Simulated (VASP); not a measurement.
A run of VASP 6.6.1 is set up as follows.

Contents of INCAR:

```
  ALGO = Normal
  EDIFF = 1E-6
  ENCUT = 520
  GGA = PE
  ISIF = 2
  ISMEAR = -1
  LASPH = T
  LCHARG = F
  LREAL = F
  LWAVE = F
  NBANDS = 13
  NELM = 60
  PREC = Accurate
  SIGMA = 0.08
```

Contents of KPOINTS:

```
k-points
0
Gamma
  18 18 16
```

File POSCAR:

```
Mo
1.0
    2.7254141631      0.0000000000      0.0000000000
   -1.3627070815      2.3602779011      0.0000000000
    0.0000000000      0.0000000000      2.4807768189
Mo
1
Direct
    0.0000000000      0.0000000000      0.0000000000
```

Potentials or basis: VASP PAW PBE potentials, release 64 (Mo_sv).

Run with:

```bash
$ cat potpaw_PBE.64/Mo_sv/POTCAR > POTCAR
$ mpirun -np 1 vasp_std > vasp.out
```

(1) Predict the pressure.

(2) What does it give for the band gap on the k mesh?

Results:

(1) 12.4 GPa.

(2) zero (bands 7 and 8 overlap by 2.04 eV).

Caveat: the cell stands under pressure.
